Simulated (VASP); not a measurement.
SiBiS:

```xyz
3
Lattice="3.4960 0.0000 0.0000 0.0000 3.4960 0.0000 0.0000 0.0000 5.7991" Properties=species:S:1:pos:R:3 pbc="T T T"
Si    0.0000    0.0000    2.8995
Bi    1.7480    1.7480    0.0000
S     1.7480    1.7480    2.8995
```

The cell was generated, and may not be a known phase.

| Item | Value |
| --- | --- |
| Program | VASP 6.6.1 |
| Task | relaxation of cell and atoms |
| Functional | PBE |
| Potentials or basis | VASP PAW PBE potentials, release 64 (Si, Bi_d, S) |
| Cutoff | 600 eV |
| k mesh | 6 × 6 × 4 |
| Occupations | gaussian, width 0.1 eV |
| Spin | no spin polarisation |

At the start: pressure 0.8 GPa; volume 23.63 Å³/atom.

Task: How do energy, volume and symmetry change on relaxing?

Result: Over 3 steps the energy falls by 2.9 meV/atom and the volume is 23.93 Å³/atom (+1.3 %); space group P4/mmm (No. 123, to 0.1 Å) before and after.

Step by step:
| step | energy change (eV) | largest force (eV/Å) | pressure (GPa) | volume (Å³) |
| --- | --- | --- | --- | --- |
| 1 | 0.0000 | 0.0000 | 0.78 | 70.88 |
| 2 | -0.0080 | 0.0000 | -0.33 | 72.05 |
| 3 | -0.0087 | 0.0000 | -0.12 | 71.78 |

Final structure:
```yaml
crystal:
  lattice:
    - [3.52923, 0.00000, 0.00000]
    - [0.00000, 3.52923, 0.00000]
    - [0.00000, 0.00000, 5.76300]
  atoms:
    - { symbol: Si, position: [0.00000, 0.00000, 0.50000] }
    - { symbol: Bi, position: [0.50000, 0.50000, 0.00000] }
    - { symbol: S, position: [0.50000, 0.50000, 0.50000] }
```

Caveat: an odd number of electrons without spin polarisation forces a metal; a magnetic or distorted state may lie lower.
